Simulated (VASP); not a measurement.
# Sc (Fm-3m) in VASP: a series of runs, part 2 of 2

VASP 6.6.1. Earlier steps stand in the parts before.

## 4. Single point, r2SCAN

This run uses another cell than the first one, of 25.12 Å³/atom, 0.987 times its volume.

The input, POSCAR:

```
Sc
1.0
    0.0000000000      2.3243476355      2.3243476355
    2.3243476355      0.0000000000      2.3243476355
    2.3243476355      2.3243476355      0.0000000000
Sc
1
Direct
    0.0000000000      0.0000000000      0.0000000000
```

The input, INCAR.step1:

```
PREC     = Accurate       # precision mode
ENCUT    = 520            # plane-wave cutoff, eV
ISMEAR   = -1             # smearing method
SIGMA    = 0.05           # smearing width, eV
LREAL    = False          # projectors in reciprocal space
LASPH    = True           # aspherical terms in the spheres
NELM     = 80             # most SCF steps
NBANDS   = 12             # bands
GGA      = PE             # functional
ALGO     = Normal         # electronic algorithm
EDIFF    = 1E-4           # SCF threshold, eV
LWAVE    = True           # write WAVECAR
LCHARG   = False          # write CHGCAR
```

The input, INCAR.step2:

```
PREC     = Accurate       # precision mode
ENCUT    = 520            # plane-wave cutoff, eV
EDIFF    = 1E-7           # SCF threshold, eV
ISMEAR   = -1             # smearing method
SIGMA    = 0.05           # smearing width, eV
LREAL    = False          # projectors in reciprocal space
LASPH    = True           # aspherical terms in the spheres
NELM     = 80             # most SCF steps
ALGO     = Normal         # electronic algorithm
ISIF     = 2              # what is computed and relaxed
LWAVE    = False          # write WAVECAR
LCHARG   = True           # write CHGCAR
METAGGA  = R2SCAN         # meta-GGA
LMIXTAU  = True         
LELF     = True           # ELF
LVHAR    = True         
NBANDS   = 12             # bands
ISTART   = 1
```

The input, KPOINTS:

```
Automatic mesh
0
Gamma
  10 10 10
```

Potentials or basis: VASP PAW PBE potentials, release 64 (Sc_sv).

Started as:

```
$ cat potpaw_PBE.64/Sc_sv/POTCAR > POTCAR
$ cp INCAR.step1 INCAR
$ mpirun -np 1 vasp_std > vasp.out
$ cp INCAR.step2 INCAR
$ mpirun -np 1 vasp_std > vasp.out
```

OUTCAR:

```text
PREC = Accurate
   ENCUT = 520
   EDIFF = 1E-7
   ISMEAR = -1
   LREAL = False
   LASPH = True
   NELM = 80
   ISIF = 2
   METAGGA = R2SCAN
   ISTART = 1

 ion  position               nearest neighbor table
   1  0.000  0.000  0.000-

  LATTYP: Found a face centered cubic cell.
 ALAT       =     4.6486952710

  Lattice vectors:

 A1 = (   0.0000000000,   2.3243476355,   2.3243476355)
 A2 = (   2.3243476355,   0.0000000000,   2.3243476355)
 A3 = (   2.3243476355,   2.3243476355,   0.0000000000)

Analysis of symmetry for initial positions (statically):
=====================================================================
 Subroutine PRICEL returns:
 Original cell was already a primitive cell.

 Routine SETGRP: Setting up the symmetry group for a
 face centered cubic supercell.

 Subroutine GETGRP returns: Found 48 space group operations
 (whereof 48 operations were pure point group operations)
 out of a pool of 48 trial point group operations.

The static configuration has the point symmetry O_h .

Analysis of symmetry for dynamics (positions and initial velocities):
=====================================================================
 Subroutine PRICEL returns:
 Original cell was already a primitive cell.

 Routine SETGRP: Setting up the symmetry group for a
 face centered cubic supercell.

 Subroutine GETGRP returns: Found 48 space group operations
 (whereof 48 operations were pure point group operations)
 out of a pool of 48 trial point group operations.

The dynamic configuration has the point symmetry O_h .

 Subroutine INISYM returns: Found 48 space group operations
 (whereof 48 operations are pure point group operations),
 and found     1 'primitive' translations

----------------------------------------------------------------------------------------

                                     Primitive cell

[... 106 lines left out ...]
   IMIX   =      4    mixing-type and parameters
     AMIX     =   0.40;   BMIX     =  1.00
     AMIX_MAG =   1.60;   BMIX_MAG =  1.00
  volume/ion in A,a.u.               =      25.12       169.48
  Fermi-wavevector in a.u.,A,eV,Ry     =   1.243258  2.349417 21.030400  1.545691
  Thomas-Fermi vector in A             =   2.377577
   LORBIT       =      0    0 simple, 1 ext, 2 COOP (PROOUT), +10 PAW based schemes
   METAGGA = R2SCAN    functional components
   LHFCALC =     F    Hartree Fock is set to
   AEXX    =    0.0000 exact exchange contribution
   IVDW    =     0    specifies the selected vdW correction
   LEPSILON=     F    determine dielectric tensor
   LRPA    =     F    only Hartree local field effects (RPA)
 non-spin polarized calculation
  energy-cutoff  :      520.00
  volume of cell :       25.12
 maximum number of plane-waves:       692
   NGX = 13   NGY = 13   NGZ = 13

 number of electron      11.0000003 magnetization

 Free energy of the ion-electron system (eV)
  ---------------------------------------------------
  ext. energy  EPLUGINS =         0.00000000
  ---------------------------------------------------
  free energy    TOTEN  =       -11.30382252 eV

  energy without entropy =      -11.28537964  energy(sigma->0) =      -11.29460108

 E-fermi :   3.6621     XC(G=0): -10.5334

 val. band max:        3.6334682792   @ k =  -0.3000   0.4000   0.2000
 cond. band min:       3.6830973863   @ k =   0.5000   0.0000   0.0000
 fundamental gap:      0.0496291072
 Fermi energy:         3.6620770202

 k-point     1 :       0.0000    0.0000    0.0000
  band No.  band energies     occupation
      1     -47.9433      2.00000
      2     -25.3860      2.00000
      3     -25.3860      2.00000
      4     -25.3859      2.00000
      5      -1.8678      2.00000
      6       5.4369      0.00000
      7       5.4370      0.00000
      8       5.4370      0.00000
      9       6.8634      0.00000
     10       6.8634      0.00000
     11      16.5555      0.00000
     12      20.1782      0.00000
[... 331 lines left out ...]
 k-point    24 :       0.4000    0.3000    0.0000
  band No.  band energies     occupation
      1     -47.8823      2.00000
      2     -25.6795      2.00000
      3     -25.5031      2.00000
      4     -25.4908      2.00000
      5       1.5303      2.00000
      6       3.5314      1.86344
      7       4.9021      0.00000
      8       6.8598      0.00000
      9       7.3667      0.00000
     10       7.6917      0.00000
     11      13.6878      0.00000
     12      14.8507      0.00000

 [... further k-points ...]
[... 5 lines left out ...]
  --------------------------------------------------------------------------------------
  -------------------------------------------------------------------------------------
  Total        0.0324785      0.0324785      0.0324785      0.0000000      0.0000000      0.0000000
  in kB        2.0719236      2.0719236      2.0719236      0.0000000      0.0000000      0.0000000
  external PRESSURE =       2.0719236 kB  Pullay stress =       0.0000000 kB

 VOLUME and BASIS-vectors are now :
 -----------------------------------------------------------------------------
  energy-cutoff  :      520.00
  volume of cell :       25.12
      direct lattice vectors                 reciprocal lattice vectors
     0.000000000  2.324347636  2.324347636    -0.215114122  0.215114122  0.215114122
     2.324347636  0.000000000  2.324347636     0.215114122 -0.215114122  0.215114122
     2.324347636  2.324347636  0.000000000     0.215114122  0.215114122 -0.215114122

 POSITION                                       TOTAL-FORCE (eV/Angst)
 -----------------------------------------------------------------------------------
      0.00000      0.00000      0.00000        -0.000000      0.000000      0.000000
 -----------------------------------------------------------------------------------
    total drift:                               -0.000000      0.000000     -0.000000

  FREE ENERGIE OF THE ION-ELECTRON SYSTEM (eV)
  ---------------------------------------------------
  free  energy   TOTEN  =       -11.3038225226 eV

  energy  without entropy=      -11.2853796405  energy(sigma->0) =      -11.29460108
```

Run time: 66 s. Hardware: 1 thread of Intel Xeon Platinum 8259CL at 2.50GHz (Skylake/Cascade Lake), shared host; peak memory 0.15 GiB.

Results:

| Quantity | Value |
| --- | --- |
| Free energy | -11.3038 eV |
| Pressure | 0.2 GPa |

Levels at points of the mesh, in eV from the Fermi level:
| k point | band 1 | band 2 | band 3 | band 4 | band 5 | band 6 | band 7 | band 8 | band 9 | band 10 |
| --- | --- | --- | --- | --- | --- | --- | --- | --- | --- | --- |
| (0.00, 0.00, 0.00) | -51.61 | -29.05 | -29.05 | -29.05 | -5.53 | 1.77 | 1.77 | 1.77 | 3.20 | 3.20 |
| (0.50, 0.00, 0.00) | -51.55 | -29.43 | -29.10 | -29.10 | -1.80 | 0.02 | 1.66 | 1.66 | 4.08 | 4.08 |
| (0.50, 0.50, 0.00) | -51.53 | -29.41 | -29.18 | -29.18 | -1.53 | -0.55 | 1.81 | 4.09 | 4.30 | 4.30 |

Caveat: the PAW data sets were made with another functional, which shifts forces and pressure a little.

## 5. Relaxation of cell and atoms, LDA

This run uses another cell than the first one, of 23.09 Å³/atom, 0.907 times its volume.

The input, INCAR:

```
PREC     = Accurate       # precision mode
ENCUT    = 600            # plane-wave cutoff, eV
EDIFF    = 1E-7           # SCF threshold, eV
ISMEAR   = -1             # smearing method
SIGMA    = 0.05           # smearing width, eV
LREAL    = F              # projectors in reciprocal space
LASPH    = T              # aspherical terms in the spheres
NELM     = 60             # most SCF steps
ALGO     = Normal         # electronic algorithm
ISIF     = 3              # what is computed and relaxed
LWAVE    = F              # write WAVECAR
LCHARG   = F              # write CHGCAR
IBRION   = 2              # ionic algorithm
NSW      = 60             # ionic steps
EDIFFG   = -0.01          # ionic threshold
```

KPOINTS is that of step 4.

The input, POSCAR:

```
Sc
1.0
    0.0000000000      2.2600000000      2.2600000000
    2.2600000000      0.0000000000      2.2600000000
    2.2600000000      2.2600000000      0.0000000000
Sc
1
Direct
    0.0000000000      0.0000000000      0.0000000000
```

Potentials or basis: VASP PAW LDA potentials, release 64 (Sc_sv).

Started as:

```
$ cat potpaw_LDA.64/Sc_sv/POTCAR > POTCAR
$ mpirun -np 1 vasp_std > vasp.out
```

Wall time 40 s (1 thread of Intel Xeon Platinum 8259CL at 2.50GHz (Skylake/Cascade Lake), shared host); peak memory 0.14 GiB.

The run converged. Its results:

```yaml
Free_energy: -6.6896 eV
Relaxed_volume: 22.44 Å³/atom
Relaxed_cell: a = 3.166 Å, b = 3.166 Å, c = 3.166 Å, α = 60.00°, β = 60.00°, γ = 60.00°
Space_group_after_relaxing_to_0.05_Å: Fm-3m (No. 225)
Energy_gained_by_relaxing: 3.2 meV/atom
Ionic_steps: 3
Pressure_after_relaxing: 0.0 GPa
```

Step by step:
| step | energy change (eV) | largest force (eV/Å) | pressure (GPa) | volume (Å³) |
| --- | --- | --- | --- | --- |
| 1 | 0.0000 | 0.0000 | -1.57 | 23.09 |
| 2 | -0.0031 | 0.0000 | 0.27 | 22.34 |
| 3 | -0.0032 | 0.0000 | 0.01 | 22.44 |

Final structure:
```xyz
1
Lattice="0.0000 2.2387 2.2387 2.2387 0.0000 2.2387 2.2387 2.2387 0.0000" Properties=species:S:1:pos:R:3 pbc="T T T"
Sc    0.0000    0.0000    0.0000
```

Levels at points of the mesh, in eV from the Fermi level:
| k point | band 3 | band 4 | band 5 | band 6 | band 7 | band 8 |
| --- | --- | --- | --- | --- | --- | --- |
| (0.00, 0.00, 0.00) | -27.26 | -27.26 | -5.29 | 1.66 | 1.66 | 1.66 |
| (0.50, 0.00, 0.00) | -27.34 | -27.34 | -1.87 | 0.54 | 1.53 | 1.53 |
| (0.50, 0.50, 0.00) | -27.46 | -27.46 | -1.72 | -0.79 | 2.36 | 4.24 |

LDA usually gives volumes a few per cent too small. Zero-point motion and thermal expansion aren't in these numbers.

## 6. The runs side by side

| task | level | potentials or basis | cell | cutoff (eV) | gap on the mesh (eV) | pressure (GPa) |
| --- | --- | --- | --- | --- | --- | --- |
| single point | revPBE | VASP PAW PBE potentials, release 64 (Sc_sv) | a = 3.302 Å, angles 60.0°, 1 atom | 520 | none | 0.0 |
| single point | BLYP | VASP PAW PBE potentials, release 64 (Sc_sv) | a = 3.281 Å, angles 60.0°, 1 atom | 520 | none | 0.0 |
| single point | r2SCAN | VASP PAW PBE potentials, release 64 (Sc_sv) | a = 3.287 Å, angles 60.0°, 1 atom | 520 | none | 0.2 |
| relaxation of cell and atoms | LDA | VASP PAW LDA potentials, release 64 (Sc_sv) | relaxed from a = 3.196 Å, angles 60.0°, 1 atom | 600 | none | 0.0 |

Alike in all rows: no spin polarisation; k mesh 10 × 10 × 10; smearing fermi-dirac 0.05 eV.

Caveats: the PAW data sets were made with another functional, which shifts forces and pressure a little (some runs).

Total energies depend on the potentials used, so only differences within one code and one set of settings carry meaning.
